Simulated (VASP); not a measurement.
Here is a VASP 6.6.1 calculation.

File INCAR:

```
PREC = Accurate
ENCUT = 520
EDIFF = 1E-6
ISMEAR = 0
SIGMA = 0.1
LREAL = False
LASPH = True
NELM = 80
ALGO = Normal
ISIF = 2
LWAVE = False
LCHARG = True
GGA = PS
LELF = True
LVHAR = True
NBANDS = 14
```

KPOINTS

```
Automatic mesh
0
Gamma
  14 14 14
```

Contents of POSCAR:

```
TiAl
1.0
    0.0000000000      2.6156179974      2.6156179974
    2.6156179974      0.0000000000      2.6156179974
    2.6156179974      2.6156179974      0.0000000000
Ti Al
1 1
Direct
    0.0000000000      0.0000000000      0.0000000000
    0.5000000000      0.5000000000      0.5000000000
```

Potentials or basis: VASP PAW PBE potentials, release 64 (Ti_sv, Al).

Run with:

```sh
$ cat potpaw_PBE.64/Ti_sv/POTCAR potpaw_PBE.64/Al/POTCAR > POTCAR
$ mpirun -np 1 vasp_std > vasp.out
```

Q: Estimate the pressure.

A: 0.1 GPa.

Caveat: the PAW data sets were made with another functional, which shifts forces and pressure a little.
